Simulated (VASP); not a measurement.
Input of a VASP 6.6.1 run:

The input INCAR:

```
PREC = Accurate ; ENCUT = 600
EDIFF = 1E-7 ; ISMEAR = 0
SIGMA = 0.01 ; LREAL = False
LASPH = True ; NELM = 60
ALGO = Normal ; ISIF = 3
LWAVE = False ; LCHARG = False
IBRION = 2 ; NSW = 80
EDIFFG = -0.001 ; PSTRESS = 200.0
```

Contents of KPOINTS:

```
regular mesh
0
Gamma
  8 8 8
```

Contents of POSCAR:

```
GaP
1.0
    0.0000000000      2.6956501137      2.6956501137
    2.6956501137      0.0000000000      2.6956501137
    2.6956501137      2.6956501137      0.0000000000
Ga P
1 1
Direct
    0.0000000000      0.0000000000      0.0000000000
    0.7500000000      0.7500000000      0.7500000000
```

Potentials or basis: VASP PAW LDA potentials, release 64 (Ga_d, P).

Run with:

```console
$ cat potpaw_LDA.64/Ga_d/POTCAR potpaw_LDA.64/P/POTCAR > POTCAR
$ mpirun -np 1 vasp_std > vasp.out
```

Predict the band gap on the k mesh.

1.06 eV (least direct gap 3.25 eV).

Estimate the relaxed cell.

a = 3.619 Å, b = 3.619 Å, c = 3.619 Å, α = 60.00°, β = 60.00°, γ = 60.00°.

Final structure:
```
CELL_PARAMETERS angstrom
0.00000 2.55883 2.55883
2.55883 0.00000 2.55883
2.55883 2.55883 0.00000
ATOMIC_POSITIONS crystal
Ga 0.00000 0.00000 0.00000
P 0.75000 0.75000 0.75000
```

Caveat: the cell is relaxed towards a set pressure, so the run minimises the enthalpy, not the energy. A k mesh can miss the band edges.
